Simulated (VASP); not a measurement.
# Ta2As3 (P-3m1) in VASP: further runs

Runs on Ta2As3. Level: PBE. Tasks: relaxation of cell and atoms, single point.

Program: VASP 6.6.1. These are calculated values, not measurements. Logs are shortened: lines on timing, memory, paths and dates and some standing lists are left out, and cuts for length are marked.

## (1) The cell of the first run

The structure is trigonal, space group P-3m1 (No. 164). The conventional cell has a = 4.111 Å, b = 4.111 Å, c = 6.396 Å, α = 90.00°, β = 90.00°, γ = 120.00°. Within 3.3 Å of Ta (site symmetry 3m) lie 7 As at 2.48 to 2.84 Å. Within 3.7 Å of As (site symmetry -3m) lie 6 Ta at 2.84 Å and 6 As at 3.28 Å. Within 3.3 Å of As (site symmetry 3m) lie 4 Ta at 2.48 to 2.56 Å and 6 As at 3.01 to 3.28 Å.

## (2) Relaxation of cell and atoms, PBE

Contents of INCAR:

```
SYSTEM = Ta2As3
  PREC = Accurate
  ENCUT = 600
  EDIFF = 1E-6
  ISMEAR = 0
  SIGMA = 0.1
  LREAL = .False.
  LASPH = .True.
  NELM = 80
  ALGO = Normal
  ISIF = 3
  LWAVE = .False.
  LCHARG = .False.
  GGA = PE
  IBRION = 2
  NSW = 90
  EDIFFG = -0.04
```

Contents of KPOINTS:

```
regular mesh
0
Gamma
  6 6 4
  0 0 0
```

Contents of POSCAR:

```
Ta2As3
1.0
    4.1112451962      0.0000000000      0.0000000000
   -2.0556225981      3.5604427811      0.0000000000
    0.0000000000      0.0000000000      6.3964297088
Ta As
2 3
Direct
    0.3333333333      0.6666666667      0.2450000000
    0.6666666667      0.3333333333      0.7550000000
    0.0000000000      0.0000000000      0.0000000000
    0.3333333333      0.6666666667      0.6450000000
    0.6666666667      0.3333333333      0.3550000000
```

Potentials or basis: VASP PAW PBE potentials, release 64 (Ta_pv, As).

Command:

```
cat potpaw_PBE.64/Ta_pv/POTCAR potpaw_PBE.64/As/POTCAR > POTCAR
mpirun -np 1 vasp_std > vasp.out
```

OUTCAR:

```text
SYSTEM = Ta2As3
   PREC = Accurate
   ENCUT = 600
   EDIFF = 1E-6
   ISMEAR = 0
   LREAL = .False.
   LASPH = .True.
   NELM = 80
   ISIF = 3
   GGA = PE
   IBRION = 2
   NSW = 90
   EDIFFG = -0.04

 ion  position               nearest neighbor table
   1  0.333  0.667  0.245-   5 2.48   5 2.48   5 2.48   4 2.56   3 2.84   3 2.84   3 2.84
   2  0.667  0.333  0.755-   4 2.48   4 2.48   4 2.48   5 2.56   3 2.84   3 2.84   3 2.84
   3  0.000  0.000  0.000-   1 2.84   2 2.84   2 2.84   1 2.84   2 2.84   1 2.84
   4  0.333  0.667  0.645-   2 2.48   2 2.48   2 2.48   1 2.56
   5  0.667  0.333  0.355-   1 2.48   1 2.48   1 2.48   2 2.56

  LATTYP: Found a hexagonal cell.
 ALAT       =     4.1112451962
 C/A-ratio  =     1.5558375634

  Lattice vectors:

 A1 = (   4.1112451962,   0.0000000000,   0.0000000000)
 A2 = (  -2.0556225981,   3.5604427811,   0.0000000000)
 A3 = (   0.0000000000,   0.0000000000,   6.3964297088)

Analysis of symmetry for initial positions (statically):
=====================================================================
 Subroutine PRICEL returns:
 Original cell was already a primitive cell.

 Routine SETGRP: Setting up the symmetry group for a
 hexagonal supercell.

 Subroutine GETGRP returns: Found 12 space group operations
 (whereof 12 operations were pure point group operations)
 out of a pool of 24 trial point group operations.

The static configuration has the point symmetry D_3d.

Analysis of symmetry for dynamics (positions and initial velocities):
=====================================================================
 Subroutine PRICEL returns:
 Original cell was already a primitive cell.

 Routine SETGRP: Setting up the symmetry group for a
 hexagonal supercell.

 Subroutine GETGRP returns: Found 12 space group operations
 (whereof 12 operations were pure point group operations)
 out of a pool of 24 trial point group operations.

The dynamic configuration has the point symmetry D_3d.

 Subroutine INISYM returns: Found 12 space group operations
 (whereof 12 operations are pure point group operations),
 and found     1 'primitive' translations

----------------------------------------------------------------------------------------

                                     Primitive cell

  volume of cell :      93.6300

  direct lattice vectors                    reciprocal lattice vectors
     4.111245196  0.000000000  0.000000000     0.243235310  0.140431972  0.000000000
    -2.055622598  3.560442781  0.000000000     0.000000000  0.280863943  0.000000000
     0.000000000  0.000000000  6.396429709     0.000000000  0.000000000  0.156337214

  length of vectors
     4.111245196  4.111245196  6.396429709     0.280863943  0.280863943  0.156337214

  position of ions in fractional coordinates (direct lattice)
     0.333333333  0.666666667  0.245000000
     0.666666667  0.333333333  0.755000000
     0.000000000  0.000000000  0.000000000
     0.333333333  0.666666667  0.645000000
     0.666666667  0.333333333  0.355000000

  ion indices of the primitive-cell ions
   primitive index   ion index
                 1           1
                 2           2
                 3           3
                 4           4
                 5           5

----------------------------------------------------------------------------------------

 KPOINTS: regular mesh

Automatic generation of k-mesh.
 Grid dimensions read from file:
 generate k-points for:    6    6    4

 Generating k-lattice:

  Cartesian coordinates                     Fractional coordinates (reciprocal lattice)
     0.040539218  0.023405329  0.000000000     0.166666667  0.000000000  0.000000000
     0.000000000  0.046810657  0.000000000     0.000000000  0.166666667  0.000000000
     0.000000000  0.000000000  0.039084303     0.000000000  0.000000000  0.250000000

  Length of vectors
     0.046810657  0.046810657  0.039084303

  Shift w.r.t. Gamma in fractional coordinates (k-lattice)
     0.000000000  0.000000000  0.000000000

 Subroutine IBZKPT returns following result:
 ===========================================

 Found     24 irreducible k-points:

 Following reciprocal coordinates:
            Coordinates               Weight
  0.000000  0.000000  0.000000      1.000000
  0.166667 -0.000000  0.000000      6.000000
  0.333333  0.000000  0.000000      6.000000
  0.500000  0.000000  0.000000      3.000000
  0.166667  0.166667  0.000000      6.000000
  0.333333  0.166667  0.000000     12.000000
[... 16 lines left out ...]
  0.333333  0.166667  0.500000     12.000000
  0.333333  0.333333  0.500000      2.000000
   k-points           NKPTS =     24   k-points in BZ     NKDIM =     24   number of bands    NBANDS=     22
   number of dos      NEDOS =    301   number of ions     NIONS =      5
   total plane-waves  NPLWV =  69984
   dimension x,y,z NGX =    36 NGY =   36 NGZ =   54
   dimension x,y,z NGXF=    72 NGYF=   72 NGZF=  108
   ions per type =               2   3
   NGX,Y,Z   is equivalent  to a cutoff of  14.56, 14.56, 14.03 a.u.
   NGXF,Y,Z  is equivalent  to a cutoff of  29.11, 29.11, 28.07 a.u.
 SYSTEM =  Ta2As3
   PREC   = accura    normal or accurate (medium, high low for compatibility)
   ISTART =      0    job   : 0-new  1-cont  2-samecut
   ICHARG =      2    charge: 1-file 2-atom 10-const
   ISPIN  =      1    spin polarized calculation?
   LNONCOLLINEAR =      F non collinear calculations
   LSORBIT =      F    spin-orbit coupling
   LASPH  =      T    aspherical Exc in radial PAW
   ENCUT  =  600.0 eV  44.10 Ry    6.64 a.u.   8.21  8.21 12.78*2*pi/ulx,y,z
   NELM   =     80;   NELMIN=  2; NELMDL= -5     # of ELM steps
   EDIFF  = 0.1E-05   stopping-criterion for ELM
   LREAL  =      F    real-space projection
   EDIFFG = -.4E-01   stopping-criterion for IOM
   NSW    =     90    number of steps for IOM
   IBRION =      2    ionic relax: 0-MD 1-quasi-New 2-CG
   NFREE  =      1    steps in history (QN), initial steepest desc. (CG)
   ISIF   =      3    stress and relaxation
   ISYM   =      2    0-nonsym 1-usesym 2-fastsym
   POTIM  = 0.5000    time-step for ionic-motion
   TEBEG  =    0.0;   TEEND  =   0.0 temperature during run
   PSTRESS=    0.0 pullay stress
   NELECT =      37.0000    total number of electrons
   NUPDOWN=      -1.0000    fix difference up-down
   EMIN   =  10.00;   EMAX   =-10.00  energy-range for DOS
   EFERMI =   0.00;   METHOD = LEGACY
   ISMEAR =     0;   SIGMA  =   0.10  broadening in eV -4-tet -1-fermi 0-gaus
   EFERMI_NEDOS =   21; number of points for ismear=-14 and -15
   IALGO  =     38    algorithm
   IMIX   =      4    mixing-type and parameters
     AMIX     =   0.40;   BMIX     =  1.00
     AMIX_MAG =   1.60;   BMIX_MAG =  1.00
  volume/ion in A,a.u.               =      18.73       126.37
  Fermi-wavevector in a.u.,A,eV,Ry     =   1.201352  2.270227 19.636574  1.443247
  Thomas-Fermi vector in A             =   2.337163
   LORBIT       =      0    0 simple, 1 ext, 2 COOP (PROOUT), +10 PAW based schemes
   GGA     = PE    functional components
   LHFCALC =     F    Hartree Fock is set to
   AEXX    =    0.0000 exact exchange contribution
   IVDW    =     0    specifies the selected vdW correction
   LEPSILON=     F    determine dielectric tensor
   LRPA    =     F    only Hartree local field effects (RPA)
 conjugate gradient relaxation of ions
 non-spin polarized calculation
 Gauss-broadening in eV      SIGMA  =   0.10
  energy-cutoff  :      600.00
  volume of cell :       93.63
 maximum number of plane-waves:      3158
 NGX is ok and might be reduce to    36
   NGX = 17   NGY = 17   NGZ = 25

--------------------------------------- Ionic step        1  -------------------------------------------

 number of electron      37.0000000 magnetization

 Free energy of the ion-electron system (eV)
  ---------------------------------------------------
  ext. energy  EPLUGINS =         0.00000000
  ---------------------------------------------------
  free energy    TOTEN  =       -36.22810701 eV

  energy without entropy =      -36.21289386  energy(sigma->0) =      -36.22050043

------------------------ aborting loop because EDIFF is reached ----------------------------------------

  FORCE on cell =-STRESS in cart. coord.  units (eV):
  Direction    XX          YY          ZZ          XY          YZ          ZX
  --------------------------------------------------------------------------------------
  -------------------------------------------------------------------------------------
  Total        9.4614778      9.4614778      8.0918761      0.0000000     -0.0000000      0.0000000
  in kB      161.9028659    161.9028659    138.4665228      0.0000000     -0.0000000      0.0000000
  external PRESSURE =     154.0907515 kB  Pullay stress =       0.0000000 kB
[... 24 lines left out ...]
  energy  without entropy=      -36.2128938593  energy(sigma->0) =      -36.22050043

--------------------------------------- Ionic step        2  -------------------------------------------

 number of electron      36.9999998 magnetization

 E-fermi :   4.0988     XC(G=0): -10.1129

 val. band max:        4.0943241001   @ k =   0.3333   0.3333   0.5000
 cond. band min:       4.1017300593   @ k =   0.1667   0.1667   0.5000
 fundamental gap:      0.0074059592
 Fermi energy:         4.0987770391

 k-point     1 :       0.0000    0.0000    0.0000
  band No.  band energies     occupation
      1     -31.4261      2.00000
      2     -31.4261      2.00000
      3     -31.4223      2.00000
      4     -31.4223      2.00000
      5     -31.4197      2.00000
      6     -31.3999      2.00000
[... 660 lines left out ...]
  FREE ENERGIE OF THE ION-ELECTRON SYSTEM (eV)
  ---------------------------------------------------
  free  energy   TOTEN  =       -36.7771833567 eV

  energy  without entropy=      -36.7558023888  energy(sigma->0) =      -36.76649287

[... ionic steps 4 to 25 ...]

--------------------------------------- Ionic step       26  -------------------------------------------

 number of electron      37.0000001 magnetization

------------------------ aborting loop because EDIFF is reached ----------------------------------------

  FORCE on cell =-STRESS in cart. coord.  units (eV):
  Direction    XX          YY          ZZ          XY          YZ          ZX
  --------------------------------------------------------------------------------------
  -------------------------------------------------------------------------------------
  Total       -0.1932209     -0.1932209     -0.2778848      0.0000000     -0.0000000      0.0000000
  in kB       -3.1966510     -3.1966510     -4.5973323      0.0000000     -0.0000000      0.0000000
  external PRESSURE =      -3.6635448 kB  Pullay stress =       0.0000000 kB
[... 63 lines left out ...]
  energy  without entropy=      -37.9405642963  energy(sigma->0) =      -37.94853410

--------------------------------------- Ionic step       28  -------------------------------------------

 number of electron      37.0000000 magnetization

 Free energy of the ion-electron system (eV)
  ---------------------------------------------------
  ext. energy  EPLUGINS =         0.00000000
  ---------------------------------------------------
  free energy    TOTEN  =       -37.95832387 eV

  energy without entropy =      -37.94036495  energy(sigma->0) =      -37.94934441

 E-fermi :   5.9260     XC(G=0): -11.1140

 val. band max:        5.9121021676   @ k =   0.0000   0.3333   0.2500
 cond. band min:       5.9582150608   @ k =   0.1667   0.1667   0.2500
 fundamental gap:      0.0461128932
 Fermi energy:         5.9260400845

 k-point     1 :       0.0000    0.0000    0.0000
  band No.  band energies     occupation
      1     -28.9386      2.00000
      2     -28.8650      2.00000
      3     -28.8650      2.00000
      4     -28.8433      2.00000
      5     -28.6299      2.00000
      6     -28.6299      2.00000
[... 621 lines left out ...]
  FREE ENERGIE OF THE ION-ELECTRON SYSTEM (eV)
  ---------------------------------------------------
  free  energy   TOTEN  =       -37.9583238675 eV

  energy  without entropy=      -37.9403649455  energy(sigma->0) =      -37.94934441

 reached required accuracy - stopping structural energy minimisation
```

Wall time 17 min (1 thread of Intel Xeon Platinum 8375C at 2.90GHz (Ice Lake), shared host); peak memory 0.3 GiB.

Results:

| Quantity | Value |
| --- | --- |
| Free energy | -37.9583 eV |
| Relaxed volume | 19.31 Å³/atom |
| Relaxed cell | a = 4.631 Å, b = 4.631 Å, c = 5.199 Å, α = 90.00°, β = 90.00°, γ = 120.00° |
| Space group after relaxing (to 0.05 Å) | P-3m1 (No. 164) |
| Energy gained by relaxing | 346.0 meV/atom |
| Ionic steps | 28 |
| Pressure after relaxing | 0.2 GPa |
| Largest force after relaxing | 0.016 eV/Å |

Forces on the atoms (eV/Å):
```
Ta   0.000  0.000 -0.007
Ta   0.000  0.000  0.007
As   0.000  0.000  0.000
As   0.000  0.000  0.016
As   0.000  0.000 -0.016
```

Stress tensor (GPa, compression positive):
```
0.25 0.00 0.00
0.00 0.25 0.00
0.00 0.00 0.05
```

Step by step:
| step | energy change (eV) | largest force (eV/Å) | pressure (GPa) | volume (Å³) |
| --- | --- | --- | --- | --- |
| 1 | 0.0000 | 2.0845 | 15.41 | 93.63 |
| 2 | 0.2683 | 0.1813 | -14.03 | 120.21 |
| 3 | -0.5491 | 0.8871 | -1.78 | 104.46 |
| 4 | -0.5500 | 0.9233 | -1.27 | 104.02 |
| 5 | -0.6522 | 0.9488 | -1.24 | 102.96 |
| 6 | -0.9361 | 0.7126 | -0.81 | 99.82 |
| 7 | -1.0805 | 0.2931 | 3.50 | 93.73 |
| 8 | -1.1153 | 0.1829 | 0.95 | 96.01 |
| 9 | -1.1183 | 0.1202 | 1.31 | 95.57 |
| 10 | -1.0824 | 0.1927 | -4.16 | 99.69 |
| 11 | -1.1244 | 0.0642 | -0.31 | 96.68 |
| 12 | -1.1308 | 0.0911 | -0.36 | 96.65 |
| 13 | -1.1505 | 0.1293 | -0.39 | 96.51 |
| 14 | -1.2192 | 0.2998 | 0.05 | 96.01 |
| 15 | -1.6144 | 0.4798 | 3.77 | 94.10 |
| 16 | 21.1658 | 41.0980 | 108.00 | 86.29 |
| 17 | -1.5807 | 0.9234 | 2.81 | 94.01 |
| 18 | -0.1167 | 4.4276 | 20.96 | 90.82 |
| 19 | -1.5936 | 1.0914 | 3.51 | 93.72 |
| 20 | -1.5049 | 0.2009 | 8.63 | 92.40 |
| 21 | -1.6411 | 0.7624 | 4.95 | 93.24 |
| 22 | -1.6373 | 0.6071 | 5.62 | 93.06 |
| 23 | -1.6855 | 0.4654 | 3.59 | 94.24 |
| 24 | -1.7232 | 0.1801 | -1.46 | 97.65 |
| 25 | -1.7266 | 0.2183 | -0.48 | 96.92 |
| 26 | -1.7266 | 0.2239 | -0.37 | 96.84 |
| 27 | -1.7284 | 0.1625 | -0.21 | 96.76 |
| 28 | -1.7302 | 0.0163 | 0.18 | 96.56 |

Final structure:
```cif
data_structure
_symmetry_space_group_name_H-M 'P 1'
_symmetry_Int_Tables_number 1
_cell_length_a 4.6312
_cell_length_b 4.6312
_cell_length_c 5.1987
_cell_angle_alpha 90.000
_cell_angle_beta 90.000
_cell_angle_gamma 120.000
_cell_volume 96.56
loop_
_atom_site_label
_atom_site_type_symbol
_atom_site_fract_x
_atom_site_fract_y
_atom_site_fract_z
_atom_site_occupancy
Ta1 Ta 0.33333 0.66667 0.13475 1
Ta2 Ta 0.66667 0.33333 0.86525 1
As1 As 0.00000 0.00000 0.00000 1
As2 As 0.33333 0.66667 0.63945 1
As3 As 0.66667 0.33333 0.36055 1
```

Caveat: spin-orbit coupling is left out, which moves the levels of the heavy elements.

(Part 1 of 2 ends here.)
